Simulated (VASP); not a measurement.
# Al (R-3m) in VASP: a series of runs, part 2 of 2

VASP 6.6.1.

### 5 Single point, PBEsol

This run uses another cell than the first one, of the same volume but with other edges.

File INCAR:

```
SYSTEM = Al
PREC = Accurate
ENCUT = 520
EDIFF = 1E-6
ISMEAR = 0
SIGMA = 0.15
LREAL = .FALSE.
LASPH = .TRUE.
NELM = 80
ALGO = Fast
ISIF = 2
LWAVE = .FALSE.
LCHARG = .TRUE.
GGA = PS
LELF = .TRUE.
LVHAR = .TRUE.
NBANDS = 8
```

File KPOINTS:

```
Automatic mesh
0
G
  24 24 24
  0 0 0
```

File POSCAR:

```
Al
1.0
   -2.1381448172      1.6350519191      1.6350519191
    1.6350519191     -2.1381448172      1.6350519191
    1.6350519191      1.6350519191     -2.1381448172
Al
1
Direct
    0.0000000000      0.0000000000      0.0000000000
```

Potentials or basis: VASP PAW PBE potentials, release 64 (Al).

The run is started by

```bash
$ cat potpaw_PBE.64/Al/POTCAR > POTCAR
$ mpirun -np 1 vasp_std > vasp.out
```

OUTCAR:

```text
SYSTEM = Al
   PREC = Accurate
   ENCUT = 520
   EDIFF = 1E-6
   ISMEAR = 0
   LREAL = .FALSE.
   LASPH = .TRUE.
   NELM = 80
   ISIF = 2
   GGA = PS

 ion  position               nearest neighbor table
   1  0.000  0.000  0.000-

  LATTYP: Found a trigonal (rhomboedric) cell.
 ALAT       =     3.1493575243
 COS(alpha) =    -0.4354066986

  Lattice vectors:

 A1 = (  -2.1381448172,   1.6350519191,   1.6350519191)
 A2 = (   1.6350519191,  -2.1381448172,   1.6350519191)
 A3 = (   1.6350519191,   1.6350519191,  -2.1381448172)

Analysis of symmetry for initial positions (statically):
=====================================================================
 Subroutine PRICEL returns:
 Original cell was already a primitive cell.

 Routine SETGRP: Setting up the symmetry group for a
 trigonal (rhombohedral) supercell.

 Subroutine GETGRP returns: Found 12 space group operations
 (whereof 12 operations were pure point group operations)
 out of a pool of 12 trial point group operations.

The static configuration has the point symmetry D_3d.

Analysis of symmetry for dynamics (positions and initial velocities):
=====================================================================
 Subroutine PRICEL returns:
 Original cell was already a primitive cell.

 Routine SETGRP: Setting up the symmetry group for a
 trigonal (rhombohedral) supercell.

 Subroutine GETGRP returns: Found 12 space group operations
 (whereof 12 operations were pure point group operations)
 out of a pool of 12 trial point group operations.

The dynamic configuration has the point symmetry D_3d.

 Subroutine INISYM returns: Found 12 space group operations
 (whereof 12 operations are pure point group operations),
 and found     1 'primitive' translations

----------------------------------------------------------------------------------------

                                     Primitive cell

  volume of cell :      16.1157

  direct lattice vectors                    reciprocal lattice vectors
    -2.138144817  1.635051919  1.635051919     0.117789894  0.382817156  0.382817156
     1.635051919 -2.138144817  1.635051919     0.382817156  0.117789894  0.382817156
     1.635051919  1.635051919 -2.138144817     0.382817156  0.382817156  0.117789894

  length of vectors
     3.149357524  3.149357524  3.149357524     0.554050909  0.554050909  0.554050909

  position of ions in fractional coordinates (direct lattice)
     0.000000000  0.000000000  0.000000000

  ion indices of the primitive-cell ions
   primitive index   ion index
                 1           1

----------------------------------------------------------------------------------------

 KPOINTS: Automatic mesh

Automatic generation of k-mesh.
 Grid dimensions read from file:
 generate k-points for:   24   24   24

 Generating k-lattice:

  Cartesian coordinates                     Fractional coordinates (reciprocal lattice)
     0.004907912  0.015950715  0.015950715     0.041666667  0.000000000  0.000000000
     0.015950715  0.004907912  0.015950715     0.000000000  0.041666667  0.000000000
     0.015950715  0.015950715  0.004907912    -0.000000000 -0.000000000  0.041666667

  Length of vectors
     0.023085455  0.023085455  0.023085455

  Shift w.r.t. Gamma in fractional coordinates (k-lattice)
     0.000000000  0.000000000  0.000000000

 Subroutine IBZKPT returns following result:
 ===========================================

 Found   1313 irreducible k-points:

 Following reciprocal coordinates:
            Coordinates               Weight
  0.000000  0.000000  0.000000      1.000000
  0.041667  0.000000  0.000000      6.000000
  0.083333 -0.000000 -0.000000      6.000000
  0.125000  0.000000  0.000000      6.000000
  0.166667  0.000000  0.000000      6.000000
  0.208333  0.000000  0.000000      6.000000
[... 16 lines left out ...]
  0.416667  0.041667  0.000000     12.000000
  0.458333  0.041667  0.000000     12.000000
 [... further k-points ...]
   k-points           NKPTS =   1313   k-points in BZ     NKDIM =   1313   number of bands    NBANDS=      8
   number of dos      NEDOS =    301   number of ions     NIONS =      1
   total plane-waves  NPLWV =  13824
   dimension x,y,z NGX =    24 NGY =   24 NGZ =   24
   dimension x,y,z NGXF=    48 NGYF=   48 NGZF=   48
   ions per type =               1
   NGX,Y,Z   is equivalent  to a cutoff of  12.67, 12.67, 12.67 a.u.
   NGXF,Y,Z  is equivalent  to a cutoff of  25.34, 25.34, 25.34 a.u.
 SYSTEM =  Al
   PREC   = accura    normal or accurate (medium, high low for compatibility)
   ISTART =      0    job   : 0-new  1-cont  2-samecut
   ICHARG =      2    charge: 1-file 2-atom 10-const
   ISPIN  =      1    spin polarized calculation?
   LNONCOLLINEAR =      F non collinear calculations
   LSORBIT =      F    spin-orbit coupling
   LASPH  =      T    aspherical Exc in radial PAW
   ENCUT  =  520.0 eV  38.22 Ry    6.18 a.u.   5.86  5.86  5.86*2*pi/ulx,y,z
   NELM   =     80;   NELMIN=  2; NELMDL= -5     # of ELM steps
   EDIFF  = 0.1E-05   stopping-criterion for ELM
   LREAL  =      F    real-space projection
   EDIFFG = 0.1E-04   stopping-criterion for IOM
   NSW    =      0    number of steps for IOM
   IBRION =     -1    ionic relax: 0-MD 1-quasi-New 2-CG
   NFREE  =      0    steps in history (QN), initial steepest desc. (CG)
   ISIF   =      2    stress and relaxation
   ISYM   =      2    0-nonsym 1-usesym 2-fastsym
   POTIM  = 0.5000    time-step for ionic-motion
   TEBEG  =    0.0;   TEEND  =   0.0 temperature during run
   PSTRESS=    0.0 pullay stress
   NELECT =       3.0000    total number of electrons
   NUPDOWN=      -1.0000    fix difference up-down
   EMIN   =  10.00;   EMAX   =-10.00  energy-range for DOS
   EFERMI =   0.00;   METHOD = LEGACY
   ISMEAR =     0;   SIGMA  =   0.15  broadening in eV -4-tet -1-fermi 0-gaus
   EFERMI_NEDOS =   21; number of points for ismear=-14 and -15
   IALGO  =     68    algorithm
   IMIX   =      4    mixing-type and parameters
     AMIX     =   0.40;   BMIX     =  1.00
     AMIX_MAG =   1.60;   BMIX_MAG =  1.00
  volume/ion in A,a.u.               =      16.12       108.75
  Fermi-wavevector in a.u.,A,eV,Ry     =   0.934757  1.766435 11.888371  0.873771
  Thomas-Fermi vector in A             =   2.061595
   LORBIT       =      0    0 simple, 1 ext, 2 COOP (PROOUT), +10 PAW based schemes
   GGA     = PS    functional components
   LHFCALC =     F    Hartree Fock is set to
   AEXX    =    0.0000 exact exchange contribution
   IVDW    =     0    specifies the selected vdW correction
   LEPSILON=     F    determine dielectric tensor
   LRPA    =     F    only Hartree local field effects (RPA)
 non-spin polarized calculation
 RMM-DIIS sequential band-by-band and
 Gauss-broadening in eV      SIGMA  =   0.15
  energy-cutoff  :      520.00
  volume of cell :       16.12
 maximum number of plane-waves:       446
   NGX = 11   NGY = 11   NGZ = 11

 number of electron       3.0000000 magnetization

 Free energy of the ion-electron system (eV)
  ---------------------------------------------------
  ext. energy  EPLUGINS =         0.00000000
  ---------------------------------------------------
  free energy    TOTEN  =        -1.76834300 eV

  energy without entropy =       -1.76460865  energy(sigma->0) =       -1.76647582

 E-fermi :   7.7331     XC(G=0): -10.1947

 val. band max:        7.7322640159   @ k =   0.5000   0.4167   0.3333
 cond. band min:       7.7348216339   @ k =  -0.2500   0.3333   0.0833
 fundamental gap:      0.0025576180
 Fermi energy:         7.7331028863

 k-point     1 :       0.0000    0.0000    0.0000
  band No.  band energies     occupation
      1      -3.2162      2.00000
      2      14.4812      0.00000
      3      14.4812      0.00000
      4      16.2857      0.00000
      5      16.6301      0.00000
      6      16.6301      0.00000
      7      20.4968      0.00000
      8      38.1881      0.00000
[... 243 lines left out ...]
 k-point    24 :       0.4583    0.0417    0.0000
  band No.  band energies     occupation
      1       6.0991      2.00000
      2       9.0359      0.00000
      3      15.6126      0.00000
      4      16.4901      0.00000
      5      17.6583      0.00000
      6      19.2408      0.00000
      7      24.1737      0.00000
      8      27.9315      0.00000

 [... further k-points ...]

------------------------ aborting loop because EDIFF is reached ----------------------------------------

  FORCE on cell =-STRESS in cart. coord.  units (eV):
  Direction    XX          YY          ZZ          XY          YZ          ZX
  --------------------------------------------------------------------------------------
  -------------------------------------------------------------------------------------
  Total        5.5166076      5.5166076      5.5166076      6.4806247      6.4806247      6.4806247
  in kB      548.4449840    548.4449840    548.4449840    644.2847486    644.2847486    644.2847486
  external PRESSURE =     548.4449840 kB  Pullay stress =       0.0000000 kB

 VOLUME and BASIS-vectors are now :
 -----------------------------------------------------------------------------
  energy-cutoff  :      520.00
  volume of cell :       16.12
      direct lattice vectors                 reciprocal lattice vectors
    -2.138144817  1.635051919  1.635051919     0.117789894  0.382817156  0.382817156
     1.635051919 -2.138144817  1.635051919     0.382817156  0.117789894  0.382817156
     1.635051919  1.635051919 -2.138144817     0.382817156  0.382817156  0.117789894

 POSITION                                       TOTAL-FORCE (eV/Angst)
 -----------------------------------------------------------------------------------
      0.00000      0.00000      0.00000         0.000000      0.000000      0.000000
 -----------------------------------------------------------------------------------
    total drift:                               -0.000000     -0.000000     -0.000000

  FREE ENERGIE OF THE ION-ELECTRON SYSTEM (eV)
  ---------------------------------------------------
  free  energy   TOTEN  =        -1.7683429967 eV

  energy  without entropy=       -1.7646086530  energy(sigma->0) =       -1.76647582
```

stdout:

```text
POSCAR found type information on POSCAR Al
 POSCAR found :  1 types and       1 ions
 scaLAPACK will be used
 -----------------------------------------------------------------------------
|                                                                             |
|                                                                             |
|     You enforced a specific xc type in the INCAR file but a different       |
|     I HOPE YOU KNOW WHAT YOU ARE DOING!                                     |
|                                                                             |
 -----------------------------------------------------------------------------

 LDA part: xc-table for (Slater+PW92), standard interpolation
 POSCAR, INCAR and KPOINTS ok, starting setup
 FFT: planning ... GRIDC
 FFT: planning ... GRID_SOFT
 FFT: planning ... GRID
 WAVECAR not read
 entering main loop
```

Run time: 50 s. Hardware: 1 thread of Intel Xeon 6975P-C (Granite Rapids), shared host; peak memory 0.25 GiB.

Results:

```
Free energy : -1.7683 eV
Pressure    : 54.8 GPa
```

Stress tensor (GPa, compression positive):
```
54.84 64.43 64.43
64.43 54.84 64.43
64.43 64.43 54.84
```

Caveat: the PAW data sets were made with another functional, which shifts forces and pressure a little.

### 6 Single point, PBEsol

This run uses another cell than the first one, of the same volume but with other edges.

File INCAR:

```
PREC     = Accurate       # precision mode
ENCUT    = 520            # plane-wave cutoff, eV
EDIFF    = 1E-6           # SCF threshold, eV
ISMEAR   = 0              # smearing method
SIGMA    = 0.15           # smearing width, eV
LREAL    = False          # projectors in reciprocal space
LASPH    = True           # aspherical terms in the spheres
NELM     = 100            # most SCF steps
ALGO     = Fast           # electronic algorithm
ISIF     = 2              # what is computed and relaxed
LWAVE    = False          # write WAVECAR
LCHARG   = False          # write CHGCAR
GGA      = PS             # functional
NBANDS   = 8              # bands
```

File KPOINTS:

```
regular mesh
0
Gamma
  24 24 24
```

File POSCAR:

```
Al
1.0
   -1.7637872346      1.5958074980      1.5958074980
    1.5958074980     -1.7637872346      1.5958074980
    1.5958074980      1.5958074980     -1.7637872346
Al
1
Direct
    0.0000000000      0.0000000000      0.0000000000
```

Potentials or basis: VASP PAW PBE potentials, release 64 (Al).

The run is started by

```bash
$ cat potpaw_PBE.64/Al/POTCAR > POTCAR
$ mpirun -np 1 vasp_std > vasp.out
```

Run time: 41 s. Hardware: 1 thread of Intel Xeon 6975P-C (Granite Rapids), shared host; peak memory 0.25 GiB.

The run converged. Its results:

- Free energy: -3.8732 eV
- Pressure: 6.1 GPa

Stress tensor (GPa, compression positive):
```
6.11 8.32 8.32
8.32 6.11 8.32
8.32 8.32 6.11
```

Levels at points of the mesh, in eV from the Fermi level:
```csv
k point,band 1,band 2,band 3,band 4,band 5
"(0.00, 0.00, 0.00)",-11.27,11.81,12.44,12.44,12.45
"(0.50, 0.00, 0.00)",-3.81,-2.68,7.56,8.19,9.84
"(0.50, 0.50, 0.00)",-4.88,-4.83,6.95,7.39,13.83
"(0.50, 0.50, 0.50)",1.02,2.65,2.65,3.11,3.11
```

Caveat: the PAW data sets were made with another functional, which shifts forces and pressure a little.

### 7 Summary

```tsv
cell	further INCAR settings	gap on the mesh (eV)	pressure (GPa)
a = 3.325 Å, angles 117.0°, 1 atom	ALGO = Fast; EDIFF = 1e-07; NBANDS = 8	none	102.5
a = 3.003 Å, angles 114.3°, 1 atom	ALGO = Fast; EDIFF = 1e-07; NBANDS = 8	none	23.3
a = 2.589 Å, angles 101.6°, 1 atom	ALGO = Fast; EDIFF = 1e-06; NBANDS = 8	none	11.6
a = 3.149 Å, angles 115.8°, 1 atom	ALGO = Fast; EDIFF = 1e-06; NBANDS = 8	none	54.8
a = 2.864 Å, angles 112.1°, 1 atom	ALGO = Fast; EDIFF = 1e-06; NBANDS = 8	none	6.1
```

Alike in all rows: task single point; level PBEsol; potentials or basis VASP PAW PBE potentials, release 64 (Al); no spin polarisation; k mesh 24 × 24 × 24; cutoff (eV) 520; smearing gaussian 0.15 eV.

Caveats: the PAW data sets were made with another functional, which shifts forces and pressure a little.

Total energies depend on the potentials used, so only differences within one code and one set of settings carry meaning.
